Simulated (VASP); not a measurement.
The system is Si.

```
CELL_PARAMETERS angstrom
0.00000 1.67000 1.67000
1.67000 0.00000 1.67000
1.67000 1.67000 0.00000
ATOMIC_POSITIONS crystal
Si 0.00000 0.00000 0.00000
```

* Program: VASP 6.6.1
* Task: relaxation of cell and atoms
* Functional: PBEsol
* Potentials or basis: VASP PAW PBE potentials, release 64 (Si)
* Cutoff: 600 eV
* k mesh: 17 × 17 × 17
* Occupations: fermi-dirac, width 0.1 eV
* Spin: no spin polarisation

At the start: pressure 91.4 GPa; volume 9.31 Å³/atom.

Problem. How do energy, volume and symmetry change on relaxing?

Solution. Over 4 steps the energy falls by 943.0 meV/atom and the volume is 14.13 Å³/atom (+51.6 %); space group Fm-3m (No. 225, to 0.05 Å).

The path:
| step | energy change (eV) | largest force (eV/Å) | pressure (GPa) | volume (Å³) |
| --- | --- | --- | --- | --- |
| 1 | 0.0000 | 0.0000 | 91.36 | 9.31 |
| 2 | -0.7054 | 0.0000 | -14.16 | 18.47 |
| 3 | -0.9429 | 0.0000 | 0.50 | 14.02 |
| 4 | -0.9430 | 0.0000 | -0.19 | 14.13 |

Final structure:
```
CELL_PARAMETERS angstrom
0.00000 1.91863 1.91863
1.91863 0.00000 1.91863
1.91863 1.91863 0.00000
ATOMIC_POSITIONS crystal
Si 0.00000 0.00000 0.00000
```

Caveat: the volume moved by over 15 % at a fixed basis, so the end points are rough; the PAW data sets were made with another functional, which shifts forces and pressure a little; the volume moved by +52 % from the deposited cell, more than functionals usually miss.
